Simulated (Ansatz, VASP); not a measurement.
Two plane-wave programs on RbCl

The input INCAR:

```
ALGO     = Normal         # electronic algorithm
EDIFF    = 1E-6           # SCF threshold, eV
ENCUT    = 500            # plane-wave cutoff, eV
GGA      = PE             # functional
GGA_COMPAT= F            
ISIF     = 2              # what is computed and relaxed
ISMEAR   = 0              # smearing method
LASPH    = T              # aspherical terms in the spheres
LCHARG   = T              # write CHGCAR
LELF     = T              # ELF
LREAL    = F              # projectors in reciprocal space
LVHAR    = T            
LWAVE    = F              # write WAVECAR
NBANDS   = 15             # bands
NELM     = 120            # most SCF steps
PREC     = Accurate       # precision mode
SIGMA    = 0.01           # smearing width, eV
```

The input KPOINTS:

```
k-points
0
Gamma
  6 6 6
```

File POSCAR:

```
RbCl
1.0
    0.0000000000      3.2797866247      3.2797866247
    3.2797866247      0.0000000000      3.2797866247
    3.2797866247      3.2797866247      0.0000000000
Rb Cl
1 1
Direct
    0.0000000000      0.0000000000      0.0000000000
    0.5000000000      0.5000000000      0.5000000000
```

Input for Ansatz:

```yaml
crystal:
  lattice:
    - [0.0, 3.2797866247, 3.2797866247]
    - [3.2797866247, 0.0, 3.2797866247]
    - [3.2797866247, 3.2797866247, 0.0]
  atoms:
    - { symbol: Rb, position: [0.0, 0.0, 0.0] }
    - { symbol: Cl, position: [0.5, 0.5, 0.5] }
kpoints:
  mp_grid: { grid: [6, 6, 6] }
hamiltonian:
  xc: pbe
scf:
  occupations: { method: fixed }
  n_extra_bands: 4
output:
  forces: true
  stress: true
  eigenvalues: true
```

Alike in both runs: task single point; functional PBE; k mesh 6 × 6 × 6; no spin polarisation.

|  | VASP | Ansatz |
| --- | --- | --- |
| version | VASP 6.6.1 | Ansatz 0.2.0 |
| potentials or method | VASP PAW PBE potentials, release 64 (Rb_sv, Cl) | plane waves, PAW |
| plane-wave cutoff (eV) | 500 | 420 |
| occupations | gaussian, width 0.01 eV | fixed |
| valence electrons in the cell | 16 | 16 |

```tsv
	VASP	Ansatz	Ansatz less VASP
gap on the k mesh at the Fermi level (eV)	5.03	5.03	+0.003
pressure (GPa)	1.0	1.0	0.00
```
